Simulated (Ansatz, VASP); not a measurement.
# AlRu: VASP beside Ansatz

INCAR

```
  ALGO = Normal
  EDIFF = 1E-6
  ENCUT = 520
  GGA = PE
  ISIF = 2
  ISMEAR = -1
  LASPH = T
  LCHARG = T
  LELF = T
  LREAL = F
  LVHAR = T
  LWAVE = F
  NBANDS = 16
  NELM = 100
  PREC = Accurate
  SIGMA = 0.05
```

Contents of KPOINTS:

```
k-points
0
Gamma
  12 12 12
```

POSCAR

```
AlRu
1.0
    2.9916000000      0.0000000000      0.0000000000
    0.0000000000      2.9916000000      0.0000000000
    0.0000000000      0.0000000000      2.9916000000
Al Ru
1 1
Direct
    0.0000000000      0.0000000000      0.0000000000
    0.5000000000      0.5000000000      0.5000000000
```

Input for Ansatz:

```yaml
crystal:
  lattice:
    - [2.9916, 0.0, 0.0]
    - [0.0, 2.9916, 0.0]
    - [0.0, 0.0, 2.9916]
  atoms:
    - { symbol: Al, position: [0.0, 0.0, 0.0] }
    - { symbol: Ru, position: [0.5, 0.5, 0.5] }
kpoints:
  mp_grid: { grid: [12, 12, 12] }
  band_path:
    path:
      - [0.0, 0.0, 0.0]
      - [0.0, 0.5, 0.0]
      - [0.5, 0.5, 0.0]
      - [0.0, 0.0, 0.0]
      - [0.5, 0.5, 0.5]
      - [0.0, 0.5, 0.0]
      - [0.5, 0.5, 0.5]
      - [0.5, 0.5, 0.0]
    npoints: 5
scf:
  occupations: { method: fermi_dirac, width: 0.05 }
hamiltonian:
  xc: pbe
  pseudopotentials:
    kind: all_electron
    lapw: { basis_error: 0.001 }
    relativity: none
output:
  forces: true
  stress: true
  eigenvalues: true
```

Alike in both runs: task single point; functional PBE; k mesh 12 × 12 × 12; occupations fermi-dirac, width 0.05 eV; no spin polarisation.

|  | VASP | Ansatz |
| --- | --- | --- |
| version | VASP 6.6.1 | Ansatz 0.2.0 |
| potentials or method | VASP PAW PBE potentials, release 64 (Al, Ru_pv), cutoff 520 eV | all-electron LAPW, non-relativistic |

Ansatz gave:

```
pressure (GPa) : 6.0
```

**Question.** Estimate VASP's values.

**Answer.** Pressure (GPa): 2.4.

Ansatz ran all-electron here, and VASP with PAW potentials.
